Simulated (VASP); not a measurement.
Write the native input for VASP 6.6.1 that does the following.

| Item | Value |
| --- | --- |
| Task | single point |
| Functional | PBEsol |
| Potentials or basis | VASP PAW PBE potentials, release 64 (Sc_sv) |
| Cutoff | 520 eV |
| k mesh | 4 × 4 × 7 |
| Occupations | fermi-dirac, width 0.08 eV |
| Spin | no spin polarisation |
| Dipole correction | no |
| Further INCAR settings | ALGO = Normal; EDIFF = 1e-06; NBANDS = 30 |

The structure of Sc lies in POSCAR:

```
Sc
1.0
    0.0000000000      4.6536924094      4.6536924094
    4.6536924094      0.0000000000      4.6536924094
    2.3268462047      2.3268462047      0.0000000000
Sc
4
Direct
    0.0062707196     -0.0250613899      0.0128409862
   -0.0065128928      0.5033882332      0.0166534427
    0.5072886844      0.0032328093     -0.0223287211
    0.4929535084      0.5184403669     -0.0071654929
```

These files were run (other wordings do the same):

INCAR

```
PREC = Accurate ; ENCUT = 520
EDIFF = 1E-6 ; ISMEAR = -1
SIGMA = 0.08 ; LREAL = F
LASPH = T ; NELM = 100
ALGO = Normal ; ISIF = 2
LWAVE = F ; LCHARG = F
GGA = PS ; NBANDS = 30
```

KPOINTS

```
Automatic mesh
0
Gamma
  4 4 7
```

Potentials or basis: VASP PAW PBE potentials, release 64 (Sc_sv).

Launch:

```bash
$ cat potpaw_PBE.64/Sc_sv/POTCAR > POTCAR
$ mpirun -np 1 vasp_std > vasp.out
```

It gave:

- Pressure: -2.9 GPa
- Largest force: 0.511 eV/Å
- Band gap on the k mesh: zero (band 22 reaches 3.76 eV, above the bottom of band 23 at 3.16 eV)

Caveat: the PAW data sets were made with another functional, which shifts forces and pressure a little.

Wall time 3.2 min on 1 thread of Intel(R) Xeon(R) Platinum 8175M CPU @ 2.50GHz (Skylake/Cascade Lake), with other jobs on the host, peak memory 0.3 GiB.
